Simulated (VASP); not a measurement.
Al3As2N:

```
CELL_PARAMETERS angstrom
-1.76600 5.29800 2.49750
1.76600 -5.29800 2.49750
1.76600 5.29800 -2.49750
ATOMIC_POSITIONS crystal
N 0.00000 0.00000 0.00000
Al 0.25000 0.75000 0.50000
Al 0.58333 0.75000 0.83333
Al 0.91667 0.75000 0.16667
As 0.33333 0.00000 0.33333
As 0.66667 0.00000 0.66667
```

```yaml
Program: VASP 6.6.1
Task: relaxation of cell and atoms
Functional: PBE
Potentials_or_basis: VASP PAW PBE potentials, release 64 (N, Al, As)
Cutoff: 600 eV
k_mesh: 8 × 8 × 8
Occupations: fermi-dirac, width 0.02 eV
Spin: no spin polarisation
```

At the start: pressure 31.7 GPa; volume 15.58 Å³/atom.

Q: Where does the relaxation end?

A: Over 18 steps the energy falls by 763.8 meV/atom and the volume is 18.23 Å³/atom (+17.0 %); space group Imm2 (No. 44, to 0.1 Å) before and after.

Step by step:
| step | energy change (eV) | largest force (eV/Å) | pressure (GPa) | volume (Å³) |
| --- | --- | --- | --- | --- |
| 1 | 0.0000 | 6.7639 | 31.74 | 93.47 |
| 2 | -2.7329 | 1.0186 | -13.78 | 141.73 |
| 3 | -3.7604 | 2.0746 | -6.33 | 121.20 |
| 4 | -3.7651 | 2.1743 | -5.62 | 120.06 |
| 5 | -4.4519 | 0.9868 | -2.54 | 113.29 |
| 6 | -4.5518 | 0.5387 | 0.21 | 109.81 |
| 7 | -4.5533 | 0.4282 | -0.17 | 110.22 |
| 8 | -4.5531 | 0.4787 | 0.00 | 110.03 |
| 9 | -4.5748 | 0.2013 | 0.03 | 109.61 |
| 10 | -4.5750 | 0.2155 | 0.04 | 109.56 |
| 11 | -4.5814 | 0.0408 | -0.10 | 109.52 |
| 12 | -4.5819 | 0.0396 | -0.14 | 109.51 |
| 13 | -4.5823 | 0.0203 | 0.12 | 109.21 |
| 14 | -4.5823 | 0.0204 | 0.11 | 109.20 |
| 15 | -4.5825 | 0.0090 | 0.02 | 109.32 |
| 16 | -4.5825 | 0.0080 | -0.01 | 109.37 |
| 17 | -4.5826 | 0.0076 | -0.01 | 109.36 |
| 18 | -4.5826 | 0.0042 | -0.01 | 109.36 |

Final structure:
```
N Al As
1.0
    -1.86284    5.66059    2.59279
     1.86284   -5.66059    2.59279
     1.86284    5.66059   -2.59279
N Al As
1 3 2
Direct
  0.99959 0.99959 0.00000
  0.18076 0.68076 0.50000
  0.65065 0.78973 0.86092
  0.92881 0.78973 0.13908
  0.33209 0.99509 0.33700
  0.65810 0.99509 0.66300
```

Caveat: the volume moved by over 15 % at a fixed basis, so the end points are rough.
